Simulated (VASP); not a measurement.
# Li7WCl8 (a cell with a defect) in VASP: notebook

Runs on Li7WCl8 (a cell with a defect). Level: PBEsol. Tasks: single point.

All numbers are computed with VASP 6.6.1; they aren't measurements. Logs are shortened: lines on timing, memory, paths and dates and some standing lists are left out, and cuts for length are marked.

## 1. The cell of the first run

The cell holds a defect, 16 atoms: a = 7.165 Å, b = 7.165 Å, c = 7.165 Å, α = 60.00°, β = 60.00°, γ = 60.00°.

## 2. Single point, PBEsol

File INCAR:

```
SYSTEM = Li7WCl8
PREC = Accurate
ENCUT = 650
EDIFF = 1E-6
ISMEAR = -1
SIGMA = 0.05
LREAL = Auto
LASPH = .True.
NELM = 120
ALGO = Normal
ISIF = 2
LWAVE = .False.
LCHARG = .True.
GGA = PS
LELF = .True.
LVHAR = .True.
NBANDS = 60
NELECT = 90.0
GGA_COMPAT = .False.
ISYM = -1
```

File KPOINTS:

```
explicit points
4
Reciprocal
  0.25000000   0.25000000   0.25000000 2
  0.25000000   0.25000000   0.75000000 2
  0.25000000   0.75000000   0.25000000 2
  0.25000000   0.75000000   0.75000000 2
```

File POSCAR:

```
Li7WCl8
1.0
    0.0000000000      5.0663550000      5.0663550000
    5.0663550000      0.0000000000      5.0663550000
    5.0663550000      5.0663550000      0.0000000000
Cl Li W
8 7 1
Direct
    0.7463540000      0.2563730000      0.2480350000
    0.2493100000      0.7507290000      0.7496680000
    0.2485860000      0.7472560000      0.2522090000
    0.7510640000      0.2509960000      0.7556120000
    0.2468160000      0.2524340000      0.7500140000
    0.7548990000      0.7537050000      0.2462710000
    0.2475930000      0.2461880000      0.2480950000
    0.7440370000      0.7492760000      0.7530920000
    0.9994780000      0.9988660000      0.0022160000
    0.0010200000      0.0074950000      0.4981980000
    0.4992440000      0.5023470000      0.0039810000
    0.9941830000      0.4995340000      0.0063490000
    0.4934060000      0.0005780000      0.5023980000
    0.5020950000      0.0016490000      0.9949290000
    0.9988730000      0.4973700000      0.4991580000
    0.4955680000      0.4974710000      0.5018290000
```

Potentials or basis: VASP PAW PBE potentials, release 64 (Cl, Li_sv, W_sv).

Launch:

```bash
cat potpaw_PBE.64/Cl/POTCAR potpaw_PBE.64/Li_sv/POTCAR potpaw_PBE.64/W_sv/POTCAR > POTCAR
mpirun -np 1 vasp_std > vasp.out
```

OUTCAR:

```text
SYSTEM = Li7WCl8
   PREC = Accurate
   ENCUT = 650
   EDIFF = 1E-6
   ISMEAR = -1
   LREAL = Auto
   LASPH = .True.
   NELM = 120
   ISIF = 2
   GGA = PS
   NELECT = 90.0
   ISYM = -1

 ion  position               nearest neighbor table
   1  0.746  0.256  0.248-  12 2.49  11 2.49  16 2.51   9 2.55  10 2.56  13 2.58
   2  0.249  0.751  0.750-  13 2.50  10 2.53   9 2.54  16 2.54  11 2.55  12 2.57
   3  0.249  0.747  0.252-  11 2.50  16 2.52   9 2.53  15 2.53  10 2.57  14 2.57
   4  0.751  0.251  0.756-  15 2.50   9 2.51  14 2.53  11 2.53  10 2.54  16 2.58
   5  0.247  0.252  0.750-  16 2.50  15 2.53  13 2.53  14 2.53   9 2.54  12 2.55
   6  0.755  0.754  0.246-   9 2.48  12 2.50  15 2.52  13 2.55  14 2.55  16 2.61
[... 8 lines left out ...]
  15  0.999  0.497  0.499-   4 2.50   6 2.52   5 2.53   3 2.53   7 2.54   8 2.56
  16  0.496  0.497  0.502-   5 2.50   1 2.51   3 2.52   2 2.54   4 2.58   6 2.61

IMPORTANT INFORMATION: All symmetrisations will be switched off!
NOSYMM: (Re-)initialisation of all symmetry stuff for point group C_1.

----------------------------------------------------------------------------------------

                                     Primitive cell

  volume of cell :     260.0859

  direct lattice vectors                    reciprocal lattice vectors
     0.000000000  5.066355000  5.066355000    -0.098690281  0.098690281  0.098690281
     5.066355000  0.000000000  5.066355000     0.098690281 -0.098690281  0.098690281
     5.066355000  5.066355000  0.000000000     0.098690281  0.098690281 -0.098690281

  length of vectors
     7.164907953  7.164907953  7.164907953     0.170936581  0.170936581  0.170936581

  position of ions in fractional coordinates (direct lattice)
     0.746354000  0.256373000  0.248035000
     0.249310000  0.750729000  0.749668000
     0.248586000  0.747256000  0.252209000
     0.751064000  0.250996000  0.755612000
     0.246816000  0.252434000  0.750014000
     0.754899000  0.753705000  0.246271000
[... 8 lines left out ...]
     0.998873000  0.497370000  0.499158000
     0.495568000  0.497471000  0.501829000

  ion indices of the primitive-cell ions
   primitive index   ion index
                 1           1
                 2           2
                 3           3
                 4           4
                 5           5
                 6           6
[... 8 lines left out ...]
                15          15
                16          16

----------------------------------------------------------------------------------------

 KPOINTS: explicit points

Read explicit list of k-points.

 Found      4 k-points:

 Following reciprocal coordinates:
            Coordinates               Weight
  0.250000  0.250000  0.250000      0.250000
  0.250000  0.250000  0.750000      0.250000
  0.250000  0.750000  0.250000      0.250000
  0.250000  0.750000  0.750000      0.250000
   k-points           NKPTS =      4   k-points in BZ     NKDIM =      4   number of bands    NBANDS=     60
   number of dos      NEDOS =    301   number of ions     NIONS =     16
   total plane-waves  NPLWV = 216000
   dimension x,y,z NGX =    60 NGY =   60 NGZ =   60
   dimension x,y,z NGXF=   120 NGYF=  120 NGZF=  120
   ions per type =               8   7   1
   NGX,Y,Z   is equivalent  to a cutoff of  13.92, 13.92, 13.92 a.u.
   NGXF,Y,Z  is equivalent  to a cutoff of  27.84, 27.84, 27.84 a.u.
 SYSTEM =  Li7WCl8
   PREC   = accura    normal or accurate (medium, high low for compatibility)
   ISTART =      0    job   : 0-new  1-cont  2-samecut
   ICHARG =      2    charge: 1-file 2-atom 10-const
   ISPIN  =      1    spin polarized calculation?
   LNONCOLLINEAR =      F non collinear calculations
   LSORBIT =      F    spin-orbit coupling
   LASPH  =      T    aspherical Exc in radial PAW
   ENCUT  =  650.0 eV  47.77 Ry    6.91 a.u.  14.89 14.89 14.89*2*pi/ulx,y,z
   NELM   =    120;   NELMIN=  2; NELMDL= -5     # of ELM steps
   EDIFF  = 0.1E-05   stopping-criterion for ELM
   LREAL  =      T    real-space projection
   EDIFFG = 0.1E-04   stopping-criterion for IOM
   NSW    =      0    number of steps for IOM
   IBRION =     -1    ionic relax: 0-MD 1-quasi-New 2-CG
   NFREE  =      0    steps in history (QN), initial steepest desc. (CG)
   ISIF   =      2    stress and relaxation
   ISYM   =     -1    0-nonsym 1-usesym 2-fastsym
   POTIM  = 0.5000    time-step for ionic-motion
   TEBEG  =    0.0;   TEEND  =   0.0 temperature during run
   PSTRESS=    0.0 pullay stress
   NELECT =      90.0000    total number of electrons
   NUPDOWN=      -1.0000    fix difference up-down
   EMIN   =  10.00;   EMAX   =-10.00  energy-range for DOS
   EFERMI =   0.00;   METHOD = LEGACY
   ISMEAR =    -1;   SIGMA  =   0.05  broadening in eV -4-tet -1-fermi 0-gaus
   EFERMI_NEDOS =   21; number of points for ismear=-14 and -15
   IALGO  =     38    algorithm
   IMIX   =      4    mixing-type and parameters
     AMIX     =   0.40;   BMIX     =  1.00
     AMIX_MAG =   1.60;   BMIX_MAG =  1.00
  volume/ion in A,a.u.               =      16.26       109.70
  Fermi-wavevector in a.u.,A,eV,Ry     =   1.149344  2.171945 17.973184  1.320992
  Thomas-Fermi vector in A             =   2.286014
   LORBIT       =      0    0 simple, 1 ext, 2 COOP (PROOUT), +10 PAW based schemes
   GGA     = PS    functional components
   LHFCALC =     F    Hartree Fock is set to
   AEXX    =    0.0000 exact exchange contribution
   IVDW    =     0    specifies the selected vdW correction
   LEPSILON=     F    determine dielectric tensor
   LRPA    =     F    only Hartree local field effects (RPA)
 non-spin polarized calculation
  energy-cutoff  :      650.00
  volume of cell :      260.09
 maximum number of plane-waves:      9808
 NGX is ok and might be reduce to    60
   NGX = 29   NGY = 29   NGZ = 29

 number of electron      89.9999999 magnetization

 Free energy of the ion-electron system (eV)
  ---------------------------------------------------
  ext. energy  EPLUGINS =         0.00000000
  ---------------------------------------------------
  free energy    TOTEN  =       -69.79960713 eV

  energy without entropy =      -69.68745211  energy(sigma->0) =      -69.74352962

 E-fermi :   5.2039     XC(G=0):  -9.4232

 val. band max:        5.0235783655   @ k =   0.2500   0.2500   0.2500
 cond. band min:       5.2226653087   @ k =   0.2500   0.2500   0.7500
 fundamental gap:      0.1990869433
 Fermi energy:         5.2039437512

 k-point     1 :       0.2500    0.2500    0.2500
  band No.  band energies     occupation
      1     -69.1380      2.00000
      2     -41.7541      2.00000
      3     -41.0892      2.00000
      4     -41.0819      2.00000
      5     -41.0623      2.00000
      6     -41.0440      2.00000
[... 49 lines left out ...]
     56       9.6331      0.00000
     57      10.5854      0.00000

 k-point     2 :       0.2500    0.2500    0.7500
  band No.  band energies     occupation
      1     -69.1380      2.00000
      2     -41.7541      2.00000
      3     -41.0892      2.00000
      4     -41.0819      2.00000
      5     -41.0623      2.00000
      6     -41.0440      2.00000
[... 49 lines left out ...]
     56      10.1973      0.00000
     57      10.8291      0.00000

 k-point     3 :       0.2500    0.7500    0.2500
  band No.  band energies     occupation
      1     -69.1380      2.00000
      2     -41.7541      2.00000
      3     -41.0891      2.00000
      4     -41.0819      2.00000
      5     -41.0623      2.00000
      6     -41.0439      2.00000
[... 49 lines left out ...]
     56      10.1980      0.00000
     57      10.8381      0.00000

 k-point     4 :       0.2500    0.7500    0.7500
  band No.  band energies     occupation
      1     -69.1380      2.00000
      2     -41.7541      2.00000
      3     -41.0891      2.00000
      4     -41.0819      2.00000
      5     -41.0623      2.00000
      6     -41.0439      2.00000
[... 49 lines left out ...]
     56      10.2048      0.00000
     57      10.8244      0.00000
 [bands above 57 left out]

------------------------ aborting loop because EDIFF is reached ----------------------------------------

  FORCE on cell =-STRESS in cart. coord.  units (eV):
  Direction    XX          YY          ZZ          XY          YZ          ZX
  --------------------------------------------------------------------------------------
  -------------------------------------------------------------------------------------
  Total      -10.3855935    -10.8401539    -10.8091418     -0.0953471     -0.0973426     -0.0629340
  in kB      -63.9771743    -66.7773500    -66.5863099     -0.5873556     -0.5996487     -0.3876852
  external PRESSURE =     -65.7802781 kB  Pullay stress =       0.0000000 kB

 VOLUME and BASIS-vectors are now :
 -----------------------------------------------------------------------------
  energy-cutoff  :      650.00
  volume of cell :      260.09
      direct lattice vectors                 reciprocal lattice vectors
     0.000000000  5.066355000  5.066355000    -0.098690281  0.098690281  0.098690281
     5.066355000  0.000000000  5.066355000     0.098690281 -0.098690281  0.098690281
     5.066355000  5.066355000  0.000000000     0.098690281  0.098690281 -0.098690281

 POSITION                                       TOTAL-FORCE (eV/Angst)
 -----------------------------------------------------------------------------------
      2.55551      5.03793      5.08017         0.483297      0.110759     -0.107245
      7.60154      5.06118      5.06655        -0.608549     -0.020437     -0.081796
      5.06364      2.53721      5.04529         0.061083      0.550013      0.018010
      5.09983      7.63336      5.07679        -0.097601     -0.793386     -0.071852
      5.07876      5.05029      2.52938         0.000384      0.023741      0.506043
      5.06623      5.07228      7.64312         0.016250     -0.045794     -0.880842
[... 8 lines left out ...]
      5.04876      7.58956      7.58050         0.043891     -0.023180      0.009043
      5.06281      5.05317      5.03109         0.153677      0.195904      0.442575
 -----------------------------------------------------------------------------------
    total drift:                                0.008159     -0.002259     -0.001053

  FREE ENERGIE OF THE ION-ELECTRON SYSTEM (eV)
  ---------------------------------------------------
  free  energy   TOTEN  =       -69.7996071276 eV

  energy  without entropy=      -69.6874521112  energy(sigma->0) =      -69.74352962
```

It took 1.9 min on 1 thread of AMD EPYC 9R45 (Zen 5), shared host; peak memory 0.46 GiB.

What came out:

```
Free energy   : -69.7996 eV
Largest force : 0.882 eV/Å
```

Forces in eV/Å, atoms in the order of the input:
```
Cl   0.483  0.111 -0.107
Cl  -0.609 -0.020 -0.082
Cl   0.061  0.550  0.018
Cl  -0.098 -0.793 -0.072
Cl   0.000  0.024  0.506
Cl   0.016 -0.046 -0.881
Cl   0.069  0.049  0.082
Cl   0.005 -0.010  0.129
Li  -0.004  0.003 -0.009
Li  -0.014 -0.004 -0.104
Li  -0.041 -0.056 -0.007
Li  -0.013 -0.045  0.063
Li  -0.045  0.036  0.030
Li  -0.009  0.030 -0.017
Li   0.044 -0.023  0.009
W    0.154  0.196  0.443
```

Caveat: the cell carries a net charge on a neutralising background, which shifts energy and pressure; the cell is charged against a uniform background, so pressure and absolute levels hang on convention; the PAW data sets were made with another functional, which shifts forces and pressure a little; spin-orbit coupling is left out, which moves the levels of the heavy elements.

## 3. Single point, PBEsol

File INCAR:

```
SYSTEM = Li7WCl8
PREC = Accurate
ENCUT = 650
EDIFF = 1E-6
ISMEAR = -1
SIGMA = 0.05
LREAL = Auto
LASPH = .TRUE.
NELM = 120
ALGO = Normal
ISIF = 2
LWAVE = .FALSE.
LCHARG = .FALSE.
GGA = PS
NELECT = 90.0
NBANDS = 60
GGA_COMPAT = .FALSE.
ISYM = -1
```

KPOINTS is that of step 2.

POSCAR is that of step 2.

Potentials or basis: VASP PAW PBE potentials, release 64 (Cl, Li_sv, W_sv).

Launch:

```bash
cat potpaw_PBE.64/Cl/POTCAR potpaw_PBE.64/Li_sv/POTCAR potpaw_PBE.64/W_sv/POTCAR > POTCAR
mpirun -np 1 vasp_std > vasp.out
```

OUTCAR:

```text
SYSTEM = Li7WCl8
   PREC = Accurate
   ENCUT = 650
   EDIFF = 1E-6
   ISMEAR = -1
   LREAL = Auto
   LASPH = .TRUE.
   NELM = 120
   ISIF = 2
   GGA = PS
   NELECT = 90.0
   ISYM = -1

 ion  position               nearest neighbor table
   1  0.746  0.256  0.248-  12 2.49  11 2.49  16 2.51   9 2.55  10 2.56  13 2.58
   2  0.249  0.751  0.750-  13 2.50  10 2.53   9 2.54  16 2.54  11 2.55  12 2.57
   3  0.249  0.747  0.252-  11 2.50  16 2.52   9 2.53  15 2.53  10 2.57  14 2.57
   4  0.751  0.251  0.756-  15 2.50   9 2.51  14 2.53  11 2.53  10 2.54  16 2.58
   5  0.247  0.252  0.750-  16 2.50  15 2.53  13 2.53  14 2.53   9 2.54  12 2.55
[... 400 lines left out ...]
  Total      -10.3855935    -10.8401539    -10.8091418     -0.0953471     -0.0973426     -0.0629340
  in kB      -63.9771743    -66.7773500    -66.5863099     -0.5873556     -0.5996487     -0.3876852
  external PRESSURE =     -65.7802781 kB  Pullay stress =       0.0000000 kB

 VOLUME and BASIS-vectors are now :
 -----------------------------------------------------------------------------
  energy-cutoff  :      650.00
  volume of cell :      260.09
      direct lattice vectors                 reciprocal lattice vectors
     0.000000000  5.066355000  5.066355000    -0.098690281  0.098690281  0.098690281
     5.066355000  0.000000000  5.066355000     0.098690281 -0.098690281  0.098690281
     5.066355000  5.066355000  0.000000000     0.098690281  0.098690281 -0.098690281

 POSITION                                       TOTAL-FORCE (eV/Angst)
 -----------------------------------------------------------------------------------
      2.55551      5.03793      5.08017         0.483297      0.110759     -0.107245
      7.60154      5.06118      5.06655        -0.608549     -0.020437     -0.081796
      5.06364      2.53721      5.04529         0.061083      0.550013      0.018010
      5.09983      7.63336      5.07679        -0.097601     -0.793386     -0.071852
      5.07876      5.05029      2.52938         0.000384      0.023741      0.506043
      5.06623      5.07228      7.64312         0.016250     -0.045794     -0.880842
[... 8 lines left out ...]
      5.04876      7.58956      7.58050         0.043891     -0.023180      0.009043
      5.06281      5.05317      5.03109         0.153677      0.195904      0.442575
 -----------------------------------------------------------------------------------
    total drift:                                0.008159     -0.002259     -0.001053

  FREE ENERGIE OF THE ION-ELECTRON SYSTEM (eV)
  ---------------------------------------------------
  free  energy   TOTEN  =       -69.7996071276 eV

  energy  without entropy=      -69.6874521112  energy(sigma->0) =      -69.74352962
```

OSZICAR:

```text
N       E                     dE             d eps       ncg     rms          rms(c)
DAV:   1     0.909465993594E+03    0.90947E+03   -0.45505E+04   488   0.175E+03
DAV:   2     0.289277617060E+02   -0.88054E+03   -0.83900E+03   580   0.422E+02
DAV:   3    -0.626390065656E+02   -0.91567E+02   -0.90704E+02   640   0.125E+02
DAV:   4    -0.699197025186E+02   -0.72807E+01   -0.72286E+01   880   0.333E+01
DAV:   5    -0.707825294669E+02   -0.86283E+00   -0.86221E+00   712   0.743E+00    0.151E+01
DAV:   6    -0.698303253345E+02    0.95220E+00   -0.49745E+00   632   0.830E+00    0.747E+00
DAV:   7    -0.697910480994E+02    0.39277E-01   -0.65468E-01   632   0.294E+00    0.398E+00
DAV:   8    -0.697980848822E+02   -0.70368E-02   -0.10301E-01   736   0.119E+00    0.871E-01
DAV:   9    -0.697993409601E+02   -0.12561E-02   -0.15759E-02   720   0.435E-01    0.219E-01
DAV:  10    -0.697994653199E+02   -0.12436E-03   -0.22304E-03   680   0.158E-01    0.964E-02
DAV:  11    -0.697995407761E+02   -0.75456E-04   -0.18975E-04   752   0.488E-02    0.485E-02
DAV:  12    -0.697996023741E+02   -0.61598E-04   -0.12098E-04   672   0.463E-02    0.117E-02
DAV:  13    -0.697996068796E+02   -0.45055E-05   -0.22967E-05   664   0.173E-02    0.622E-03
DAV:  14    -0.697996071276E+02   -0.24798E-06   -0.30143E-06   544   0.601E-03
   1 F= -.69799607E+02 E0= -.69743530E+02  d E =-.112155E+00
```

stdout:

```text
POSCAR found type information on POSCAR ClLiW
 POSCAR found :  3 types and      16 ions
 scaLAPACK will be used
 -----------------------------------------------------------------------------
|                                                                             |
|                                                                             |
|     You enforced a specific xc type in the INCAR file but a different       |
|     I HOPE YOU KNOW WHAT YOU ARE DOING!                                     |
|                                                                             |
 -----------------------------------------------------------------------------

 LDA part: xc-table for (Slater+PW92), standard interpolation
 POSCAR, INCAR and KPOINTS ok, starting setup
 FFT: planning ... GRIDC
 FFT: planning ... GRID_SOFT
 FFT: planning ... GRID
 WAVECAR not read
 entering main loop
 the old and the new charge density differ
 old charge density:    91.00000 new   90.00000
    0.151E+01
```

Run time: 1.8 min. Hardware: 1 thread of AMD EPYC 9R45 (Zen 5), shared host; peak memory 0.46 GiB.

What came out:

- Free energy: -69.7996 eV
- Largest force: 0.882 eV/Å

Forces in eV/Å, atoms in the order of the input:
```
Cl   0.483  0.111 -0.107
Cl  -0.609 -0.020 -0.082
Cl   0.061  0.550  0.018
Cl  -0.098 -0.793 -0.072
Cl   0.000  0.024  0.506
Cl   0.016 -0.046 -0.881
Cl   0.069  0.049  0.082
Cl   0.005 -0.010  0.129
Li  -0.004  0.003 -0.009
Li  -0.014 -0.004 -0.104
Li  -0.041 -0.056 -0.007
Li  -0.013 -0.045  0.063
Li  -0.045  0.036  0.030
Li  -0.009  0.030 -0.017
Li   0.044 -0.023  0.009
W    0.154  0.196  0.443
```

Levels at points of the mesh, in eV from the Fermi level:
| k point | band 42 | band 43 | band 44 | band 45 | band 46 | band 47 |
| --- | --- | --- | --- | --- | --- | --- |
| (0.25, 0.25, 0.25) | -3.94 | -3.93 | -0.23 | -0.19 | -0.18 | 1.82 |

Caveat: the cell carries a net charge on a neutralising background, which shifts energy and pressure; the cell is charged against a uniform background, so pressure and absolute levels hang on convention; the PAW data sets were made with another functional, which shifts forces and pressure a little; spin-orbit coupling is left out, which moves the levels of the heavy elements.
